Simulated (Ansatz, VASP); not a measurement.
One calculation of As, two programs

```
CELL_PARAMETERS angstrom
0.00000 2.13050 2.13050
2.13050 0.00000 2.13050
2.13050 2.13050 0.00000
ATOMIC_POSITIONS crystal
As 0.00000 0.00000 0.00000
```

Alike in both runs: functional PBE; k mesh 13 × 13 × 13; occupations fermi-dirac, width 0.1 eV; no spin polarisation.

Ansatz relaxed the structure, and its values are those at the end. VASP's run is a single point on that final structure, the one shown.

|  | VASP | Ansatz |
| --- | --- | --- |
| version | VASP 6.6.1 | Ansatz 0.2.0 |
| potentials or method | VASP PAW PBE potentials, release 64 (As), cutoff 520 eV | plane waves (420 eV) with PAW, scalar-relativistic |
| valence electrons in the cell | 5 | 15 |

|  | VASP | Ansatz | Ansatz less VASP |
| --- | --- | --- | --- |
| pressure (GPa) | 0.1 | 0.0 | -0.05 |

With one functional, cell and mesh, what is left measures potentials, basis and numerics. VASP's potentials hold 5 valence electrons a cell and Ansatz's 15, so a difference there can come from the potentials and not from the codes.
